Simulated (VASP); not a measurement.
Write the native input for VASP 6.6.1 that does the following.

| Item | Value |
| --- | --- |
| Task | single point |
| Functional | LDA |
| Potentials or basis | VASP PAW LDA potentials, release 64 (Ga_d, As) |
| Cutoff | 500 eV |
| k mesh | 3 × 3 × 3 |
| Occupations | gaussian, width 0.01 eV |
| Spin | no spin polarisation |
| Dipole correction | no |
| Further INCAR settings | ALGO = Normal; EDIFF = 1e-06; NBANDS = 16 |

The structure of GaAs lies in POSCAR:

```
GaAs
1.0
    0.0000000000      2.8268500000      2.8268500000
    2.8268500000      0.0000000000      2.8268500000
    2.8268500000      2.8268500000      0.0000000000
Ga As
1 1
Direct
    0.0000000000      0.0000000000      0.0000000000
    0.2500000000      0.2500000000      0.2500000000
```

One way to write it, as run:

INCAR

```
SYSTEM = GaAs
PREC     = Accurate       ! precision mode
ENCUT    = 500            ! plane-wave cutoff, eV
EDIFF    = 1E-6           ! SCF threshold, eV
ISMEAR   = 0              ! smearing method
SIGMA    = 0.01           ! smearing width, eV
LREAL    = .FALSE.        ! projectors in reciprocal space
LASPH    = .TRUE.         ! aspherical terms in the spheres
NELM     = 120            ! most SCF steps
ALGO     = Normal         ! electronic algorithm
ISIF     = 2              ! what is computed and relaxed
LWAVE    = .FALSE.        ! write WAVECAR
LCHARG   = .FALSE.        ! write CHGCAR
NBANDS   = 16             ! bands
GGA_COMPAT= .FALSE.
```

KPOINTS

```
Automatic mesh
0
G
  3 3 3
  0 0 0
```

Potentials or basis: VASP PAW LDA potentials, release 64 (Ga_d, As).

Launch:

```bash
$ cat potpaw_LDA.64/Ga_d/POTCAR potpaw_LDA.64/As/POTCAR > POTCAR
$ mpirun -np 1 vasp_std > vasp.out
```

It gave:

- Pressure: -0.5 GPa
- Band gap on the k mesh: 0.29 eV, direct

Caveat: the k points lie up to 0.64 Å⁻¹ apart.

Wall time 8.5 s on 1 thread of Intel Xeon 8259CL, with other jobs on the host, peak memory 0.14 GiB.
